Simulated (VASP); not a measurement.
Input of a VASP 6.6.1 run:

File INCAR:

```
PREC = Accurate
ENCUT = 520
EDIFF = 1E-6
ISMEAR = -1
SIGMA = 0.01
LREAL = False
LASPH = True
NELM = 100
ALGO = Normal
ISIF = 2
LWAVE = False
LCHARG = False
GGA = PE
NBANDS = 16
```

KPOINTS

```
Automatic mesh
0
Gamma
  4 4 4
```

File POSCAR:

```
InAs
1.0
    0.0000000000      3.0300000000      3.0300000000
    3.0300000000      0.0000000000      3.0300000000
    3.0300000000      3.0300000000      0.0000000000
In As
1 1
Direct
    0.0000000000      0.0000000000      0.0000000000
    0.2500000000      0.2500000000      0.2500000000
```

Potentials or basis: VASP PAW PBE potentials, release 64 (In_d, As).

Run with:

```sh
$ cat potpaw_PBE.64/In_d/POTCAR potpaw_PBE.64/As/POTCAR > POTCAR
$ mpirun -np 1 vasp_std > vasp.out
```

Question: Predict the band gap on the k mesh.

Answer: Zero (filled and empty bands touch).

Question: Estimate the pressure.

Answer: 4.1 GPa.

Caveat: the k points lie up to 0.45 Å⁻¹ apart; spin-orbit coupling is left out, which moves the levels of the heavy elements.
